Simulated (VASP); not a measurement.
Crystal: BP.

```
B P
1.0
     0.00000    2.26900    2.26900
     2.26900    0.00000    2.26900
     2.26900    2.26900    0.00000
B P
1 1
Cartesian
  0.0000 0.0000 0.0000
  3.4035 3.4035 3.4035
```

Base run:

| Property | Result |
| --- | --- |
| Program | VASP 6.6.1 |
| Functional | PBEsol |
| Potentials or basis | VASP PAW PBE potentials, release 64 (B, P) |
| Cutoff | 520 eV |
| k mesh | 8 × 8 × 8 |
| Occupations | gaussian, width 0.05 eV |
| Spin | no spin polarisation |

Its results: band gap on the k mesh 1.16 eV, indirect (least direct gap 3.36 eV); pressure -1.8 GPa.

Question: The run is repeated on the same cell with these changes: dispersion from none to D3(BJ). What comes out?

Answer: Band gap on the k mesh 1.16 eV, indirect (least direct gap 3.36 eV); pressure -5.3 GPa.

Dispersion adds attraction, which lowers the pressure at fixed volume and, as a term added to the energy, leaves the levels alone.

Caveats: the PAW data sets were made with another functional, which shifts forces and pressure a little.

A k mesh can miss the band edges.
